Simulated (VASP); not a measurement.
# As (R-3m) in VASP: further runs

As is run at these levels: PBE; tasks: single point, relaxation of cell and atoms.

All numbers are computed with VASP 6.6.1; they aren't measurements. Logs are shortened: lines on timing, memory, paths and dates and some standing lists are left out, and cuts for length are marked.

## 1. The cell of the first run

It takes space group R-3m (No. 166, trigonal). The conventional cell has a = 3.812 Å, b = 3.812 Å, c = 9.954 Å, α = 90.00°, β = 90.00°, γ = 120.00°. Within 3.4 Å of As (site symmetry 3m) lie 6 As at 2.57 to 2.96 Å.

## 2. Single point, PBE

Input file INCAR:

```
ALGO = Normal ; EDIFF = 1E-6
ENCUT = 500 ; GGA = PE
GGA_COMPAT = False ; ISIF = 2
ISMEAR = 0 ; LASPH = True
LCHARG = False ; LREAL = False
LWAVE = False ; NBANDS = 12
NELM = 120 ; PREC = Accurate
SIGMA = 0.1
```

Input file KPOINTS:

```
k-points
0
Gamma
  6 6 6
```

Input file POSCAR:

```
As
1.0
    1.9058510114      1.1003435945      3.3179136451
   -1.9058510114      1.1003435945      3.3179136451
    0.0000000000     -2.2006871889      3.3179136451
As
2
Direct
    0.2336400000      0.2336400000      0.2336400000
    0.7663600000      0.7663600000      0.7663600000
```

Potentials or basis: VASP PAW PBE potentials, release 64 (As).

Run with:

```
> cat potpaw_PBE.64/As/POTCAR > POTCAR
> mpirun -np 1 vasp_std > vasp.out
```

OUTCAR:

```text
EDIFF = 1E-6
   ENCUT = 500
   GGA = PE
   ISIF = 2
   ISMEAR = 0
   LASPH = True
   LREAL = False
   NELM = 120
   PREC = Accurate

 ion  position               nearest neighbor table
   1  0.234  0.234  0.234-   2 2.57   2 2.57   2 2.57
   2  0.766  0.766  0.766-   1 2.57   1 2.57   1 2.57

  LATTYP: Found a trigonal (rhomboedric) cell.
 ALAT       =     3.9814036545
 COS(alpha) =     0.5417151843

  Lattice vectors:

 A1 = (   1.9058510114,   1.1003435945,   3.3179136451)
 A2 = (  -1.9058510114,   1.1003435945,   3.3179136451)
 A3 = (   0.0000000000,  -2.2006871889,   3.3179136451)

Analysis of symmetry for initial positions (statically):
=====================================================================
 Subroutine PRICEL returns:
 Original cell was already a primitive cell.

 Routine SETGRP: Setting up the symmetry group for a
 trigonal (rhombohedral) supercell.

 Subroutine GETGRP returns: Found 12 space group operations
 (whereof 12 operations were pure point group operations)
 out of a pool of 12 trial point group operations.

The static configuration has the point symmetry D_3d.

Analysis of symmetry for dynamics (positions and initial velocities):
=====================================================================
 Subroutine PRICEL returns:
 Original cell was already a primitive cell.

 Routine SETGRP: Setting up the symmetry group for a
 trigonal (rhombohedral) supercell.

 Subroutine GETGRP returns: Found 12 space group operations
 (whereof 12 operations were pure point group operations)
 out of a pool of 12 trial point group operations.

The dynamic configuration has the point symmetry D_3d.

 Subroutine INISYM returns: Found 12 space group operations
 (whereof 12 operations are pure point group operations),
 and found     1 'primitive' translations

----------------------------------------------------------------------------------------

                                     Primitive cell

  volume of cell :      41.7478

  direct lattice vectors                    reciprocal lattice vectors
     1.905851011  1.100343594  3.317913645     0.262349993  0.151467839  0.100464740
    -1.905851011  1.100343594  3.317913645    -0.262349993  0.151467839  0.100464740
     0.000000000 -2.200687189  3.317913645     0.000000000 -0.302935678  0.100464740

  length of vectors
     3.981403654  3.981403654  3.981403654     0.319160131  0.319160131  0.319160131

  position of ions in fractional coordinates (direct lattice)
     0.233640000  0.233640000  0.233640000
     0.766360000  0.766360000  0.766360000

  ion indices of the primitive-cell ions
   primitive index   ion index
                 1           1
                 2           2

----------------------------------------------------------------------------------------

 KPOINTS: k-points

Automatic generation of k-mesh.
 Grid dimensions read from file:
 generate k-points for:    6    6    6

 Generating k-lattice:

  Cartesian coordinates                     Fractional coordinates (reciprocal lattice)
     0.043724999  0.025244640  0.016744123     0.166666667  0.000000000  0.000000000
    -0.043724999  0.025244640  0.016744123     0.000000000  0.166666667  0.000000000
     0.000000000 -0.050489280  0.016744123     0.000000000  0.000000000  0.166666667

  Length of vectors
     0.053193355  0.053193355  0.053193355

  Shift w.r.t. Gamma in fractional coordinates (k-lattice)
     0.000000000  0.000000000  0.000000000

 Subroutine IBZKPT returns following result:
 ===========================================

 Found     32 irreducible k-points:

 Following reciprocal coordinates:
            Coordinates               Weight
  0.000000  0.000000  0.000000      1.000000
  0.166667 -0.000000 -0.000000      6.000000
  0.333333 -0.000000 -0.000000      6.000000
  0.500000 -0.000000 -0.000000      3.000000
  0.166667  0.166667 -0.000000      6.000000
  0.333333  0.166667 -0.000000     12.000000
[... 16 lines left out ...]
  0.500000  0.500000  0.166667      6.000000
 -0.333333  0.500000  0.166667     12.000000
 [... further k-points ...]
   k-points           NKPTS =     32   k-points in BZ     NKDIM =     32   number of bands    NBANDS=     12
   number of dos      NEDOS =    301   number of ions     NIONS =      2
   total plane-waves  NPLWV =  27000
   dimension x,y,z NGX =    30 NGY =   30 NGZ =   30
   dimension x,y,z NGXF=    60 NGYF=   60 NGZF=   60
   ions per type =               2
   NGX,Y,Z   is equivalent  to a cutoff of  12.53, 12.53, 12.53 a.u.
   NGXF,Y,Z  is equivalent  to a cutoff of  25.05, 25.05, 25.05 a.u.
 SYSTEM =  unknown system
   PREC   = accura    normal or accurate (medium, high low for compatibility)
   ISTART =      0    job   : 0-new  1-cont  2-samecut
   ICHARG =      2    charge: 1-file 2-atom 10-const
   ISPIN  =      1    spin polarized calculation?
   LNONCOLLINEAR =      F non collinear calculations
   LSORBIT =      F    spin-orbit coupling
   LASPH  =      T    aspherical Exc in radial PAW
   ENCUT  =  500.0 eV  36.75 Ry    6.06 a.u.   7.26  7.26  7.26*2*pi/ulx,y,z
   NELM   =    120;   NELMIN=  2; NELMDL= -5     # of ELM steps
   EDIFF  = 0.1E-05   stopping-criterion for ELM
   LREAL  =      F    real-space projection
   EDIFFG = 0.1E-04   stopping-criterion for IOM
   NSW    =      0    number of steps for IOM
   IBRION =     -1    ionic relax: 0-MD 1-quasi-New 2-CG
   NFREE  =      0    steps in history (QN), initial steepest desc. (CG)
   ISIF   =      2    stress and relaxation
   ISYM   =      2    0-nonsym 1-usesym 2-fastsym
   POTIM  = 0.5000    time-step for ionic-motion
   TEBEG  =    0.0;   TEEND  =   0.0 temperature during run
   PSTRESS=    0.0 pullay stress
   NELECT =      10.0000    total number of electrons
   NUPDOWN=      -1.0000    fix difference up-down
   EMIN   =  10.00;   EMAX   =-10.00  energy-range for DOS
   EFERMI =   0.00;   METHOD = LEGACY
   ISMEAR =     0;   SIGMA  =   0.10  broadening in eV -4-tet -1-fermi 0-gaus
   EFERMI_NEDOS =   21; number of points for ismear=-14 and -15
   IALGO  =     38    algorithm
   IMIX   =      4    mixing-type and parameters
     AMIX     =   0.40;   BMIX     =  1.00
     AMIX_MAG =   1.60;   BMIX_MAG =  1.00
  volume/ion in A,a.u.               =      20.87       140.86
  Fermi-wavevector in a.u.,A,eV,Ry     =   1.016710  1.921303 14.064323  1.033699
  Thomas-Fermi vector in A             =   2.150069
   LORBIT       =      0    0 simple, 1 ext, 2 COOP (PROOUT), +10 PAW based schemes
   GGA     = PE    functional components
   LHFCALC =     F    Hartree Fock is set to
   AEXX    =    0.0000 exact exchange contribution
   IVDW    =     0    specifies the selected vdW correction
   LEPSILON=     F    determine dielectric tensor
   LRPA    =     F    only Hartree local field effects (RPA)
 non-spin polarized calculation
 Gauss-broadening in eV      SIGMA  =   0.10
  energy-cutoff  :      500.00
  volume of cell :       41.75
 maximum number of plane-waves:      1072
 NGX is ok and might be reduce to    30
   NGX = 15   NGY = 15   NGZ = 15

 number of electron      10.0000000 magnetization

 number of electron       9.9999998 magnetization

 Free energy of the ion-electron system (eV)
  ---------------------------------------------------
  ext. energy  EPLUGINS =         0.00000000
  ---------------------------------------------------
  free energy    TOTEN  =        -9.32088553 eV

  energy without entropy =       -9.31905842  energy(sigma->0) =       -9.31997198

 E-fermi :   5.7678     XC(G=0): -10.1535

 val. band max:        5.4715864068   @ k =   0.5000  -0.0000  -0.0000
 cond. band min:       5.7737937607   @ k =   0.3333   0.1667   0.1667
 fundamental gap:      0.3022073539
 Fermi energy:         5.7677748577

 k-point     1 :       0.0000    0.0000    0.0000
  band No.  band energies     occupation
      1      -9.2974      2.00000
      2       0.1426      2.00000
      3       3.3939      2.00000
      4       3.6894      2.00000
      5       3.6894      2.00000
      6       8.2487      0.00000
      7       8.9860      0.00000
      8       8.9860      0.00000
      9      12.0052      0.00000
     10      12.0052      0.00000
     11      12.2518      0.00000
     12      14.1070      0.00000

 k-point     2 :       0.1667   -0.0000   -0.0000
  band No.  band energies     occupation
      1      -8.9257      2.00000
      2      -1.2208      2.00000
      3       3.4140      2.00000
      4       3.5909      2.00000
      5       4.1293      2.00000
      6       7.9002      0.00000
      7       8.1530      0.00000
      8       8.1605      0.00000
      9      11.4314      0.00000
     10      12.0347      0.00000
     11      12.3832      0.00000
     12      16.1702      0.00000

 k-point     3 :       0.3333   -0.0000   -0.0000
  band No.  band energies     occupation
      1      -7.8336      2.00000
      2      -3.6527      2.00000
      3       3.4687      2.00000
      4       3.4719      2.00000
      5       4.7296      2.00000
      6       6.5459      0.00000
      7       6.6642      0.00000
      8       6.8389      0.00000
      9      12.8734      0.00000
     10      13.7897      0.00000
     11      14.4953      0.00000
     12      18.5728      0.00000
[... 286 lines left out ...]
 k-point    23 :       0.5000    0.5000    0.1667
  band No.  band energies     occupation
      1      -6.7534      2.00000
      2      -3.7764      2.00000
      3      -0.3731      2.00000
      4       1.8462      2.00000
      5       2.2575      2.00000
      6       8.4118      0.00000
      7      10.0756      0.00000
      8      11.3934      0.00000
      9      12.1726      0.00000
     10      16.8959      0.00000
     11      17.5453      0.00000
     12      17.9052      0.00000

 k-point    24 :      -0.3333    0.5000    0.1667
  band No.  band energies     occupation
      1      -6.0421      2.00000
      2      -4.4374      2.00000
      3      -0.5986      2.00000
      4       0.5009      2.00000
      5       3.5763      2.00000
      6       7.9966      0.00000
      7       9.7560      0.00000
      8      12.2974      0.00000
      9      12.6138      0.00000
     10      14.4421      0.00000
     11      17.9138      0.00000
     12      19.2384      0.00000

 [... further k-points ...]
[... 5 lines left out ...]
  --------------------------------------------------------------------------------------
  -------------------------------------------------------------------------------------
  Total        0.4938266      0.4938266      0.6664450      0.0000000      0.0000000      0.0000000
  in kB       18.9518436     18.9518436     25.5765110      0.0000000      0.0000000      0.0000000
  external PRESSURE =      21.1600661 kB  Pullay stress =       0.0000000 kB

 VOLUME and BASIS-vectors are now :
 -----------------------------------------------------------------------------
  energy-cutoff  :      500.00
  volume of cell :       41.75
      direct lattice vectors                 reciprocal lattice vectors
     1.905851011  1.100343594  3.317913645     0.262349993  0.151467839  0.100464740
    -1.905851011  1.100343594  3.317913645    -0.262349993  0.151467839  0.100464740
     0.000000000 -2.200687189  3.317913645     0.000000000 -0.302935678  0.100464740

 POSITION                                       TOTAL-FORCE (eV/Angst)
 -----------------------------------------------------------------------------------
      0.00000      0.00000      2.32559         0.000000     -0.000000     -0.525175
      0.00000      0.00000      7.62815         0.000000      0.000000      0.525175
 -----------------------------------------------------------------------------------
    total drift:                                0.000000      0.000000      0.000000

  FREE ENERGIE OF THE ION-ELECTRON SYSTEM (eV)
  ---------------------------------------------------
  free  energy   TOTEN  =        -9.3208855343 eV

  energy  without entropy=       -9.3190584249  energy(sigma->0) =       -9.31997198
```

It took 17 s on 1 thread of Intel Xeon 8259CL, shared host; peak memory 0.17 GiB.

Results:

| Quantity | Value |
| --- | --- |
| Free energy | -9.3209 eV |
| Pressure | 2.1 GPa |
| Largest force | 0.525 eV/Å |
| Band gap on the k mesh | zero (band 5 reaches 5.77 eV, above the bottom of band 6 at 5.47 eV) |

Forces in eV/Å, atoms in the order of the input:
```
As   0.000  0.000 -0.525
As   0.000  0.000  0.525
```

[end of part 1 of 3]
